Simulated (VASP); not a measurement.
# Si (a cell with a defect) in VASP: a series of runs

Si (a cell with a defect) is run at these levels: LDA; tasks: single point.

Everything below comes from runs of VASP 6.6.1. Logs are shortened: lines on timing, memory, paths and dates and some standing lists are left out, and cuts for length are marked.

### 1 The cell of the first run

The cell holds a defect, 17 atoms: a = 7.679 Å, b = 7.679 Å, c = 7.679 Å, α = 60.00°, β = 60.00°, γ = 60.00°.

### 2 Single point, LDA

File INCAR:

```
ALGO = Normal
EDIFF = 1E-6
ENCUT = 520
GGA = CA
ISIF = 2
ISMEAR = 0
LASPH = T
LCHARG = F
LREAL = Auto
LWAVE = F
NBANDS = 48
NELM = 100
PREC = Accurate
SIGMA = 0.05
```

File KPOINTS:

```
k-points
0
Gamma
  2 2 2
```

File POSCAR:

```
Si
1.0
    0.0000000000      5.4300000000      5.4300000000
    5.4300000000      0.0000000000      5.4300000000
    5.4300000000      5.4300000000      0.0000000000
Si
17
Direct
   -0.0011971578      0.0007277510      0.0002432021
    0.1280607950      0.1223934046      0.1214994585
    0.0015454408     -0.0046355924      0.5015455652
    0.1280177024      0.1224457421      0.6280510652
    0.0018461999      0.5024280388     -0.0060879231
    0.1281508878      0.6284906705      0.1217121501
    0.0017872104      0.5024833038      0.5018658127
    0.1246244455      0.6261024316      0.6246636062
    0.5002412764      0.0007134706      0.0002525218
    0.6249677131      0.1250838230      0.1249911287
    0.5002083777      0.0007633090      0.4988257203
    0.6214902874      0.1224310401      0.6280632802
    0.5003507169      0.4989067120      0.0004213982
    0.6216806134      0.6284734237      0.1217269890
    0.4938771228      0.5024677229      0.5018831804
    0.6216288458      0.6285339624      0.6282277815
    0.8746067224      0.3761434864      0.3746680627
```

Potentials or basis: VASP PAW LDA potentials, release 64 (Si).

Command:

```sh
> cat potpaw_LDA.64/Si/POTCAR > POTCAR
> mpirun -np 1 vasp_std > vasp.out
```

OUTCAR:

```text
EDIFF = 1E-6
   ENCUT = 520
   GGA = CA
   ISIF = 2
   ISMEAR = 0
   LASPH = T
   LREAL = Auto
   NELM = 100
   PREC = Accurate

 ion  position               nearest neighbor table
   1  0.999  0.001  0.000-   2 2.33   4 2.33   6 2.33  10 2.34
   2  0.128  0.122  0.121-   1 2.33   9 2.33   5 2.38   3 2.38  17 2.75
   3  0.002  0.995  0.502-   8 2.32   2 2.38  12 2.38   4 2.38  17 2.39
   4  0.128  0.122  0.628-  11 2.33   1 2.33   7 2.38   3 2.38  17 2.75
   5  0.002  0.502  0.994-   8 2.32   2 2.38  14 2.38   6 2.38  17 2.39
   6  0.128  0.628  0.122-  13 2.33   1 2.33   7 2.38   5 2.38  17 2.75
   7  0.002  0.502  0.502-   8 2.32   4 2.38   6 2.38  16 2.38  17 2.39
   8  0.125  0.626  0.625-   5 2.32  15 2.32   7 2.32   3 2.32
   9  0.500  0.001  0.000-   2 2.33  12 2.33  14 2.33  10 2.34
  10  0.625  0.125  0.125-  13 2.34  11 2.34   1 2.34   9 2.34
  11  0.500  0.001  0.499-  12 2.33   4 2.33  16 2.33  10 2.34
  12  0.621  0.122  0.628-  11 2.33   9 2.33  15 2.38   3 2.38  17 2.75
  13  0.500  0.499  0.000-  16 2.33   6 2.33  14 2.33  10 2.34
  14  0.622  0.628  0.122-  13 2.33   9 2.33  15 2.38   5 2.38  17 2.75
  15  0.494  0.502  0.502-   8 2.32  12 2.38  14 2.38  16 2.38  17 2.39
  16  0.622  0.629  0.628-  13 2.33  11 2.33   7 2.38  15 2.38  17 2.75
  17  0.875  0.376  0.375-   7 2.39  15 2.39   5 2.39   3 2.39  14 2.75   6 2.75  16 2.75   4 2.75
                            12 2.75   2 2.75

  LATTYP: Found a face centered cubic cell.
 ALAT       =    10.8600000000

  Lattice vectors:

 A1 = (   0.0000000000,   5.4300000000,   5.4300000000)
 A2 = (   5.4300000000,   0.0000000000,   5.4300000000)
 A3 = (   5.4300000000,   5.4300000000,   0.0000000000)

Analysis of symmetry for initial positions (statically):
=====================================================================
 Subroutine PRICEL returns:
 Original cell was already a primitive cell.

 Routine SETGRP: Setting up the symmetry group for a
 face centered cubic supercell.

 Subroutine GETGRP returns: Found  1 space group operations
 (whereof  1 operations were pure point group operations)
 out of a pool of 48 trial point group operations.

The static configuration has the point symmetry C_1 .

Analysis of symmetry for dynamics (positions and initial velocities):
=====================================================================
 Subroutine PRICEL returns:
 Original cell was already a primitive cell.

 Routine SETGRP: Setting up the symmetry group for a
 face centered cubic supercell.

 Subroutine GETGRP returns: Found  1 space group operations
 (whereof  1 operations were pure point group operations)
 out of a pool of 48 trial point group operations.

The dynamic configuration has the point symmetry C_1 .

 Subroutine INISYM returns: Found  1 space group operations
 (whereof  1 operations are pure point group operations),
 and found     1 'primitive' translations

----------------------------------------------------------------------------------------

                                     Primitive cell

  volume of cell :     320.2060

  direct lattice vectors                    reciprocal lattice vectors
     0.000000000  5.430000000  5.430000000    -0.092081031  0.092081031  0.092081031
     5.430000000  0.000000000  5.430000000     0.092081031 -0.092081031  0.092081031
     5.430000000  5.430000000  0.000000000     0.092081031  0.092081031 -0.092081031

  length of vectors
     7.679179644  7.679179644  7.679179644     0.159489025  0.159489025  0.159489025

  position of ions in fractional coordinates (direct lattice)
     0.998802842  0.000727751  0.000243202
     0.128060795  0.122393405  0.121499458
     0.001545441  0.995364408  0.501545565
     0.128017702  0.122445742  0.628051065
     0.001846200  0.502428039  0.993912077
     0.128150888  0.628490670  0.121712150
[... 9 lines left out ...]
     0.621628846  0.628533962  0.628227782
     0.874606722  0.376143486  0.374668063

  ion indices of the primitive-cell ions
   primitive index   ion index
                 1           1
                 2           2
                 3           3
                 4           4
                 5           5
                 6           6
[... 9 lines left out ...]
                16          16
                17          17

----------------------------------------------------------------------------------------

 KPOINTS: k-points

Automatic generation of k-mesh.
 Grid dimensions read from file:
 generate k-points for:    2    2    2

 Generating k-lattice:

  Cartesian coordinates                     Fractional coordinates (reciprocal lattice)
    -0.046040516  0.046040516  0.046040516     0.500000000  0.000000000  0.000000000
     0.046040516 -0.046040516  0.046040516     0.000000000  0.500000000  0.000000000
     0.046040516  0.046040516 -0.046040516     0.000000000  0.000000000  0.500000000

  Length of vectors
     0.079744512  0.079744512  0.079744512

  Shift w.r.t. Gamma in fractional coordinates (k-lattice)
     0.000000000  0.000000000  0.000000000

 Subroutine IBZKPT returns following result:
 ===========================================

 Found      8 irreducible k-points:

 Following reciprocal coordinates:
            Coordinates               Weight
  0.000000  0.000000  0.000000      1.000000
  0.500000  0.000000  0.000000      1.000000
  0.000000  0.500000  0.000000      1.000000
  0.000000  0.000000  0.500000      1.000000
  0.500000  0.500000  0.500000      1.000000
  0.500000  0.500000  0.000000      1.000000
  0.000000  0.500000  0.500000      1.000000
  0.500000  0.000000  0.500000      1.000000
   k-points           NKPTS =      8   k-points in BZ     NKDIM =      8   number of bands    NBANDS=     48
   number of dos      NEDOS =    301   number of ions     NIONS =     17
   total plane-waves  NPLWV = 216000
   dimension x,y,z NGX =    60 NGY =   60 NGZ =   60
   dimension x,y,z NGXF=   120 NGYF=  120 NGZF=  120
   ions per type =              17
   NGX,Y,Z   is equivalent  to a cutoff of  12.99, 12.99, 12.99 a.u.
   NGXF,Y,Z  is equivalent  to a cutoff of  25.98, 25.98, 25.98 a.u.
 SYSTEM =  unknown system
   PREC   = accura    normal or accurate (medium, high low for compatibility)
   ISTART =      0    job   : 0-new  1-cont  2-samecut
   ICHARG =      2    charge: 1-file 2-atom 10-const
   ISPIN  =      1    spin polarized calculation?
   LNONCOLLINEAR =      F non collinear calculations
   LSORBIT =      F    spin-orbit coupling
   LASPH  =      T    aspherical Exc in radial PAW
   ENCUT  =  520.0 eV  38.22 Ry    6.18 a.u.  14.28 14.28 14.28*2*pi/ulx,y,z
   NELM   =    100;   NELMIN=  2; NELMDL= -5     # of ELM steps
   EDIFF  = 0.1E-05   stopping-criterion for ELM
   LREAL  =      T    real-space projection
   EDIFFG = 0.1E-04   stopping-criterion for IOM
   NSW    =      0    number of steps for IOM
   IBRION =     -1    ionic relax: 0-MD 1-quasi-New 2-CG
   NFREE  =      0    steps in history (QN), initial steepest desc. (CG)
   ISIF   =      2    stress and relaxation
   ISYM   =      2    0-nonsym 1-usesym 2-fastsym
   POTIM  = 0.5000    time-step for ionic-motion
   TEBEG  =    0.0;   TEEND  =   0.0 temperature during run
   PSTRESS=    0.0 pullay stress
   NELECT =      68.0000    total number of electrons
   NUPDOWN=      -1.0000    fix difference up-down
   EMIN   =  10.00;   EMAX   =-10.00  energy-range for DOS
   EFERMI =   0.00;   METHOD = LEGACY
   ISMEAR =     0;   SIGMA  =   0.05  broadening in eV -4-tet -1-fermi 0-gaus
   EFERMI_NEDOS =   21; number of points for ismear=-14 and -15
   IALGO  =     38    algorithm
   IMIX   =      4    mixing-type and parameters
     AMIX     =   0.40;   BMIX     =  1.00
     AMIX_MAG =   1.60;   BMIX_MAG =  1.00
  volume/ion in A,a.u.               =      18.84       127.11
  Fermi-wavevector in a.u.,A,eV,Ry     =   0.976715  1.845724 12.979587  0.953973
  Thomas-Fermi vector in A             =   2.107356
   LORBIT       =      0    0 simple, 1 ext, 2 COOP (PROOUT), +10 PAW based schemes
   GGA     = CA    functional components
   LHFCALC =     F    Hartree Fock is set to
   AEXX    =    0.0000 exact exchange contribution
   IVDW    =     0    specifies the selected vdW correction
   LEPSILON=     F    determine dielectric tensor
   LRPA    =     F    only Hartree local field effects (RPA)
 non-spin polarized calculation
 Gauss-broadening in eV      SIGMA  =   0.05
  energy-cutoff  :      520.00
  volume of cell :      320.21
 maximum number of plane-waves:      8646
 NGX is ok and might be reduce to    60
   NGX = 29   NGY = 29   NGZ = 29

 number of electron      68.0000001 magnetization

 Free energy of the ion-electron system (eV)
  ---------------------------------------------------
  ext. energy  EPLUGINS =         0.00000000
  ---------------------------------------------------
  free energy    TOTEN  =       -97.55811824 eV

  energy without entropy =      -97.54727713  energy(sigma->0) =      -97.55269769

 E-fermi :   6.7890     XC(G=0):  -9.8492

 val. band max:        6.5712172552   @ k =   0.0000   0.0000   0.0000
 cond. band min:       6.8067489802   @ k =   0.0000   0.5000   0.5000
 fundamental gap:      0.2355317251
 Fermi energy:         6.7889590192

 k-point     1 :       0.0000    0.0000    0.0000
  band No.  band energies     occupation
      1      -6.3620      2.00000
      2      -3.8184      2.00000
      3      -3.6716      2.00000
      4      -3.6713      2.00000
      5      -3.6698      2.00000
      6      -2.8401      2.00000
[... 38 lines left out ...]
     45       8.0075      0.00000
     46       8.9665      0.00000

 k-point     2 :       0.5000    0.0000    0.0000
  band No.  band energies     occupation
      1      -5.9615      2.00000
      2      -4.9994      2.00000
      3      -3.6118      2.00000
      4      -3.4724      2.00000
      5      -3.4698      2.00000
      6      -2.9928      2.00000
[... 286 lines left out ...]
 k-point     8 :       0.5000    0.0000    0.5000
  band No.  band energies     occupation
      1      -5.8294      2.00000
      2      -4.7640      2.00000
      3      -4.0395      2.00000
      4      -3.9238      2.00000
      5      -3.9231      2.00000
      6      -3.6637      2.00000
[... 38 lines left out ...]
     45      10.0170      0.00000
     46      10.0197      0.00000
 [bands above 46 left out]

------------------------ aborting loop because EDIFF is reached ----------------------------------------

  FORCE on cell =-STRESS in cart. coord.  units (eV):
  Direction    XX          YY          ZZ          XY          YZ          ZX
  --------------------------------------------------------------------------------------
  -------------------------------------------------------------------------------------
  Total        3.4972903      3.5003463      3.4988237     -0.0004840     -0.0010509      0.0004004
  in kB       17.4989816     17.5142730     17.5066543     -0.0024216     -0.0052581      0.0020034
  external PRESSURE =      17.5066363 kB  Pullay stress =       0.0000000 kB

 VOLUME and BASIS-vectors are now :
 -----------------------------------------------------------------------------
  energy-cutoff  :      520.00
  volume of cell :      320.21
      direct lattice vectors                 reciprocal lattice vectors
     0.000000000  5.430000000  5.430000000    -0.092081031  0.092081031  0.092081031
     5.430000000  0.000000000  5.430000000     0.092081031 -0.092081031  0.092081031
     5.430000000  5.430000000  0.000000000     0.092081031  0.092081031 -0.092081031

 POSITION                                       TOTAL-FORCE (eV/Angst)
 -----------------------------------------------------------------------------------
      0.00527      5.42482      5.42745         0.016767     -0.016907     -0.018200
      1.32434      1.35511      1.35997         0.021390      0.002099     -0.001564
      8.12822      2.73178      5.41322        -0.009077      0.009277     -0.009222
      4.07520      4.10545      1.36002        -0.002177     -0.020156     -0.002451
      8.12513      5.40697      2.73821        -0.003822     -0.005865      0.005933
      4.07360      1.35676      4.10856         0.001833     -0.002975     -0.016357
[... 9 lines left out ...]
      6.82422      6.78672      6.78838        -0.017392     -0.002554      0.002319
      4.07691      6.78356      6.79157        -0.004359      0.002716     -0.003279
 -----------------------------------------------------------------------------------
    total drift:                               -0.008545      0.008104     -0.008045

  FREE ENERGIE OF THE ION-ELECTRON SYSTEM (eV)
  ---------------------------------------------------
  free  energy   TOTEN  =       -97.5581182441 eV

  energy  without entropy=      -97.5472771302  energy(sigma->0) =      -97.55269769
```

It took 2.3 min on 1 thread of Intel Xeon Platinum 8259CL at 2.50GHz (Skylake/Cascade Lake), shared host; peak memory 0.37 GiB.

Results:

```
Free energy            : -97.5581 eV
Pressure               : 1.8 GPa
Largest force          : 0.030 eV/Å
Band gap on the k mesh : zero (band 34 reaches 6.81 eV, above the bottom of band 35 at 6.57 eV)
```

Forces on the atoms (eV/Å):
```
Si   0.017 -0.017 -0.018
Si   0.021  0.002 -0.002
Si  -0.009  0.009 -0.009
Si  -0.002 -0.020 -0.002
Si  -0.004 -0.006  0.006
Si   0.002 -0.003 -0.016
Si   0.007  0.005  0.007
Si  -0.002  0.002 -0.002
Si   0.017  0.018  0.017
Si   0.001 -0.001  0.001
Si  -0.018 -0.017  0.017
Si  -0.002  0.002  0.020
Si  -0.015  0.015 -0.015
Si   0.002  0.016  0.002
Si   0.007 -0.007 -0.005
Si  -0.017 -0.003  0.002
Si  -0.004  0.003 -0.003
```

Caveat: the k points lie up to 0.50 Å⁻¹ apart.

### 3 Single point, LDA

File INCAR:

```
SYSTEM = Si
ALGO = Normal
EDIFF = 1E-6
ENCUT = 520
ISIF = 2
ISMEAR = 0
LASPH = .TRUE.
LCHARG = .FALSE.
LREAL = Auto
LWAVE = .FALSE.
NBANDS = 48
NELM = 100
PREC = Accurate
SIGMA = 0.05
```

File KPOINTS:

```
k-points
0
G
  2 2 2
  0 0 0
```

File POSCAR:

```
Si
1.0
    0.0000000000      5.4300000000      5.4300000000
    5.4300000000      0.0000000000      5.4300000000
    5.4300000000      5.4300000000      0.0000000000
Si
17
Direct
   -0.0008722138      0.0004943877     -0.0004253141
    0.1227153584      0.1229056709      0.1227712552
   -0.0031555615     -0.0032438208      0.5028908156
    0.1231199002      0.1232915877      0.6302469983
   -0.0032489811      0.5031838448     -0.0032835499
    0.1228143787      0.6312628639      0.1228694201
   -0.0031272641      0.5034019862      0.5029491203
    0.1263373349      0.6245612790      0.6245152538
    0.5027752308     -0.0032128467     -0.0031586118
    0.6297596293      0.1234357536      0.1233191689
    0.5030434750     -0.0031407477      0.5032469620
    0.6246304974      0.1260420032      0.6246370894
    0.5028371394      0.5034936459     -0.0031339491
    0.6245441686      0.6245963138      0.1262395839
    0.5001811404      0.4998963925      0.5000861586
    0.6246596230      0.6246954754      0.6246653585
    1.2491474045      0.2504810106      0.2495746303
```

Potentials or basis: VASP PAW LDA potentials, release 64 (Si).

Command:

```sh
> cat potpaw_LDA.64/Si/POTCAR > POTCAR
> mpirun -np 1 vasp_std > vasp.out
```

It took 2.8 min on 1 thread of Intel Xeon Platinum 8259CL at 2.50GHz (Skylake/Cascade Lake), shared host; peak memory 0.37 GiB.

It converged, with:

```
Free energy            : -97.5580 eV
Pressure               : 1.7 GPa
Largest force          : 0.029 eV/Å
Band gap on the k mesh : zero (band 34 reaches 6.81 eV, above the bottom of band 35 at 6.57 eV)
```

Forces in eV/Å, atoms in the order of the input:
```
Si   0.000 -0.005 -0.002
Si   0.003 -0.003  0.001
Si   0.004  0.002  0.016
Si   0.012  0.008 -0.014
Si   0.002  0.016  0.001
Si   0.001 -0.007  0.000
Si  -0.016  0.001 -0.003
Si  -0.014  0.014  0.014
Si   0.017  0.003  0.004
Si  -0.018  0.014  0.017
Si  -0.001 -0.021  0.000
Si   0.017 -0.015  0.017
Si  -0.004  0.002 -0.018
Si   0.015  0.015 -0.015
Si   0.000 -0.003 -0.001
Si  -0.017 -0.016 -0.017
Si   0.000 -0.004 -0.002
```

Levels at points of the mesh, in eV from the Fermi level:
| k point | band 31 | band 32 | band 33 | band 34 | band 35 | band 36 | band 37 | band 38 |
| --- | --- | --- | --- | --- | --- | --- | --- | --- |
| (0.00, 0.00, 0.00) | -0.76 | -0.76 | -0.76 | -0.22 | -0.22 | -0.21 | 0.06 | 0.06 |
| (0.50, 0.00, 0.00) | -1.51 | -1.36 | -1.36 | -0.34 | 0.54 | 0.54 | 0.88 | 0.89 |
| (0.00, 0.50, 0.00) | -1.51 | -1.36 | -1.36 | -0.34 | 0.54 | 0.55 | 0.88 | 0.88 |
| (0.00, 0.00, 0.50) | -1.51 | -1.36 | -1.35 | -0.34 | 0.54 | 0.54 | 0.88 | 0.88 |
| (0.50, 0.50, 0.50) | -1.51 | -1.36 | -1.36 | -0.34 | 0.54 | 0.55 | 0.88 | 0.88 |
| (0.50, 0.50, 0.00) | -1.95 | -1.81 | -0.97 | 0.02 | 0.73 | 1.03 | 1.03 | 1.14 |
| (0.00, 0.50, 0.50) | -1.95 | -1.81 | -0.97 | 0.02 | 0.73 | 1.03 | 1.03 | 1.14 |
| (0.50, 0.00, 0.50) | -1.95 | -1.81 | -0.97 | 0.02 | 0.73 | 1.03 | 1.03 | 1.14 |

Caveat: the k points lie up to 0.50 Å⁻¹ apart.

(Continued in part 2 of 2.)
